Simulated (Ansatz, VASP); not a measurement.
Na2LuSi: VASP beside Ansatz

```xyz
4
Lattice="6.2874 0.0000 0.0000 -3.1437 5.4451 0.0000 0.0000 0.0000 5.1721" Properties=species:S:1:pos:R:3 pbc="T T T"
Na    0.0000    3.6301    0.0000
Na    3.1437    1.8150    0.0000
Lu    0.0000    0.0000    0.0000
Si    0.0000    0.0000    2.5861
```

Alike in both runs: functional PBE; k mesh 12 × 12 × 10; occupations gaussian, width 0.1 eV; no spin polarisation.

Ansatz relaxed the structure, and its values are those at the end. VASP's run is a single point on that final structure, the one shown.

|  | VASP | Ansatz |
| --- | --- | --- |
| version | VASP 6.6.1 | Ansatz 0.2.0 |
| potentials or method | VASP PAW PBE potentials, release 64 (Na_pv, Lu, Si), cutoff 520 eV | scalar-relativistic, plane waves, PAW |
| valence electrons in the cell | 43 | 47 |

|  | VASP | Ansatz | Ansatz less VASP |
| --- | --- | --- | --- |
| gap on the k mesh at the Fermi level (eV) | none | none | - |
| pressure (GPa) | -0.1 | 0.0 | +0.09 |

A gap of «none» marks a metal or a gap that the smearing closes. VASP's potentials hold 43 valence electrons a cell and Ansatz's 47, so a difference there can come from the potentials and not from the codes.

Spin-orbit coupling is off throughout.
